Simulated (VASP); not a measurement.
Wanted: the native input for a VASP 6.6.1 run.

| Property | Result |
| --- | --- |
| Task | single point |
| Functional | PBE |
| Potentials or basis | VASP PAW PBE potentials, release 64 (Zr_sv, Pd, Se) |
| Cutoff | 520 eV |
| k mesh | 8 × 8 × 8 |
| Occupations | gaussian, width 0.1 eV |
| Spin | collinear spin |
| Starting moments | [0.0, 0.42, 0.12, 0.12, 0.12] μB |
| Dipole correction | no |
| Further INCAR settings | ALGO = Normal; EDIFF = 1e-06; NBANDS = 32 |

The structure of ZrPdSe3 lies in POSCAR:

```
ZrPdSe3
1.0
    5.1790599674      0.0000000000      0.0000000000
    0.0000000000      5.1790599674      0.0000000000
    0.0000000000      0.0000000000      5.1790599674
Zr Pd Se
1 1 3
Direct
    0.0000000000      0.0000000000      0.0000000000
    0.5000000000      0.5000000000      0.5000000000
    0.5000000000      0.0000000000      0.0000000000
    0.0000000000      0.5000000000      0.0000000000
    0.0000000000      0.0000000000      0.5000000000
```

The input as run:

INCAR

```
PREC = Accurate ; ENCUT = 520
EDIFF = 1E-6 ; ISMEAR = 0
SIGMA = 0.1 ; LREAL = F
LASPH = T ; NELM = 150
ALGO = Normal ; ISIF = 2
LWAVE = F ; LCHARG = F
ISPIN = 2 ; MAGMOM = 0 0.42 0.12 0.12 0.12
LORBIT = 11 ; LMAXMIX = 4
GGA = PE ; NBANDS = 32
```

KPOINTS

```
regular mesh
0
Gamma
  8 8 8
```

Potentials or basis: VASP PAW PBE potentials, release 64 (Zr_sv, Pd, Se).

Run with:

```sh
$ cat potpaw_PBE.64/Zr_sv/POTCAR potpaw_PBE.64/Pd/POTCAR potpaw_PBE.64/Se/POTCAR > POTCAR
$ mpirun -np 1 vasp_std > vasp.out
```

Results of the run:

| Item | Value |
| --- | --- |
| Pressure | 0.0 GPa |
| Net moment | 0.83 μB per cell |
| Site moments | Zr -0.02; Pd +0.39; Se +0.11 μB |
| Valence electrons inside the program's atomic spheres | Zr 9.76; Pd 8.86; Se 3.82 |

Wall time 6.2 min on 1 thread of Intel Xeon 8259CL, on a shared host, peak memory 0.46 GiB.
